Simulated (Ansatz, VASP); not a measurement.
**TaN in VASP and in Ansatz**

Contents of INCAR:

```
SYSTEM = TaN
PREC     = Accurate       ! precision mode
ENCUT    = 520            ! plane-wave cutoff, eV
EDIFF    = 1E-7           ! SCF threshold, eV
ISMEAR   = 0              ! smearing method
SIGMA    = 0.15           ! smearing width, eV
LREAL    = .False.        ! projectors in reciprocal space
LASPH    = .True.         ! aspherical terms in the spheres
NELM     = 100            ! most SCF steps
ALGO     = Normal         ! electronic algorithm
ISIF     = 2              ! what is computed and relaxed
LWAVE    = .False.        ! write WAVECAR
LCHARG   = .False.        ! write CHGCAR
GGA      = PS             ! functional
NBANDS   = 24             ! bands
```

Contents of KPOINTS:

```
Automatic mesh
0
Gamma
  18 18 8
  0 0 0
```

The input POSCAR:

```
TaN
1.0
    3.1641107265      0.0000000000      0.0000000000
   -1.5820553633      2.7402002695      0.0000000000
    0.0000000000      0.0000000000      5.8915741728
Ta N
2 2
Direct
    0.3333333333      0.6666666667      0.0301041378
    0.6666666667      0.3333333333      0.5301041378
    0.3333333333      0.6666666667      0.3548958622
    0.6666666667      0.3333333333      0.8548958622
```

Input for Ansatz:

```yaml
crystal:
  lattice:
    - [3.1641107265, 0.0, 0.0]
    - [-1.5820553633, 2.7402002695, 0.0]
    - [0.0, 0.0, 5.8915741728]
  atoms:
    - { symbol: Ta, position: [0.3333333333, 0.6666666667, 0.0301041378] }
    - { symbol: Ta, position: [0.6666666667, 0.3333333333, 0.5301041378] }
    - { symbol: "N", position: [0.3333333333, 0.6666666667, 0.3548958622] }
    - { symbol: "N", position: [0.6666666667, 0.3333333333, 0.8548958622] }
basis:
  ecutwfc: 520.0
kpoints:
  mp_grid: { grid: [18, 18, 8] }
hamiltonian:
  xc: pbesol
  pseudopotentials: { kind: paw, azcp: { folder: soft_1 } }
scf:
  occupations: { method: gaussian, width: 0.15 }
output:
  forces: true
  stress: true
  eigenvalues: true
```

Alike in both runs: task single point; functional PBEsol; k mesh 18 × 18 × 8; occupations gaussian, width 0.15 eV; no spin polarisation.

|  | VASP | Ansatz |
| --- | --- | --- |
| version | VASP 6.6.1 | Ansatz 0.2.0 |
| potentials or method | VASP PAW PBE potentials, release 64 (Ta_pv, N), cutoff 520 eV | scalar-relativistic, plane waves, PAW |
| valence electrons in the cell | 32 | 36 |

Ansatz gave:

| Item | Value |
| --- | --- |
| gap on the k mesh at the Fermi level (eV) | none |
| pressure (GPa) | 3.1 |
| traceless stress, the component that is largest in VASP (GPa) | 12.27 |
| rms of the force components (eV/Å) | 0.543 |

Problem. Estimate VASP's values.

Solution. gap on the k mesh at the Fermi level (eV): none; pressure (GPa): 3.9; traceless stress, the component that is largest in VASP (GPa): 12.93; rms of the force components (eV/Å): 0.574.

VASP's potentials were made for PBE, not for PBEsol, and Ansatz warns of the same on its side. Atom by atom the forces differ by 0.032 eV/Å (rms over components). A gap of «none» marks a metal or a gap that the smearing closes. With one functional, cell and mesh, what is left measures potentials, basis and numerics. VASP's potentials hold 32 valence electrons a cell and Ansatz's 36, so a difference there can come from the potentials and not from the codes.

Spin-orbit coupling is off throughout.
